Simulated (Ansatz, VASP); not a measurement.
# GdN in VASP and in Ansatz

Contents of INCAR:

```
SYSTEM = GdN
ALGO = Normal
EDIFF = 1E-7
ENCUT = 520
GGA = PE
ISIF = 2
ISMEAR = 0
ISPIN = 2
LASPH = .TRUE.
LCHARG = .TRUE.
LDAU = .TRUE.
LDAUJ = 0 0
LDAUL = 3 -1
LDAUPRINT = 1
LDAUTYPE = 2
LDAUU = 6 0
LELF = .TRUE.
LMAXMIX = 6
LORBIT = 11
LREAL = .FALSE.
LVHAR = .TRUE.
LWAVE = .FALSE.
MAGMOM = 7 -7 0 0
NBANDS = 35
NELM = 150
PREC = Accurate
SIGMA = 0.05
```

Contents of KPOINTS:

```
k-points
0
G
  10 10 5
  0 0 0
```

Contents of POSCAR:

```
GdN
1.0
    0.0000000000      2.5011167849      2.5011167849
    5.0022335698      2.5011167849      2.5011167849
    5.0022335698      5.0022335698      0.0000000000
Gd N
2 2
Direct
    0.5000000000      0.5000000000      0.0000000000
    0.5000000000      0.5000000000      0.5000000000
    0.0000000000      0.0000000000      0.0000000000
    0.0000000000      0.0000000000      0.5000000000
```

Input for Ansatz:

```yaml
crystal:
  lattice:
    - [0.0, 2.5011167844, 2.5011167844]
    - [5.0022335688, 2.5011167844, 2.5011167844]
    - [5.0022335688, 5.0022335688, 0.0]
  atoms:
    - { symbol: Gd, position: [0.5, 0.5, 0.0], spin: 7.0 }
    - { symbol: "N", position: [0.0, 0.0, 0.0] }
    - { symbol: Gd, position: [0.5, 0.5, 0.5], spin: -7.0 }
    - { symbol: "N", position: [0.0, 0.0, 0.5] }
basis:
  ecutwfc: 420
  ecutrho_ratio: 4
kpoints:
  mp_grid: { grid: [10, 10, 5] }
hamiltonian:
  xc: pbe
  hubbard: { sites: [{ species: Gd, l: f, u_eff: 6.0 }] }
scf:
  occupations: { method: gaussian, width: 0.05 }
  lower_state_search: "off"
output:
  forces: true
  stress: true
  eigenvalues: true
  populations: true
  hubbard: { sites: [{ species: Gd, l: f }] }
magnetization:
  spin_polarized: true
checkpoint:
  read: start.run
  write: ck
  compress: false
  write_wavefunctions: false
  write_every: 100000
```

Alike in both runs: task single point; functional PBE; k mesh 10 × 10 × 5; occupations gaussian, width 0.05 eV; collinear spin; Hubbard terms Gd f U = 6.0 eV.

|  | VASP | Ansatz |
| --- | --- | --- |
| version | VASP 6.6.1 | Ansatz 0.2.0 |
| potentials or method | VASP PAW PBE potentials, release 64 (Gd, N), cutoff 520 eV | scalar-relativistic, plane waves, PAW |
| valence electrons in the cell | 46 | 46 |

VASP gave:

```
pressure (GPa)                                                : 0.4
net moment per atom (μB)                                      : 0.00
size of the moment on the site where the two differ most (μB) : 6.85
```

**Question.** Estimate Ansatz's values.

**Answer.** Pressure (GPa): 0.2; net moment per atom (μB): 0.00; size of the moment on the site where the two differ most (μB): 6.92.

Site moments also hang on the region over which each program counts them. The programs project onto different local orbitals, so the same U acts differently, and such runs can settle in different states. Ansatz's warnings: filled band counts differ across k points, saved state not lowest, stability check not made.

Spin-orbit coupling is off throughout.
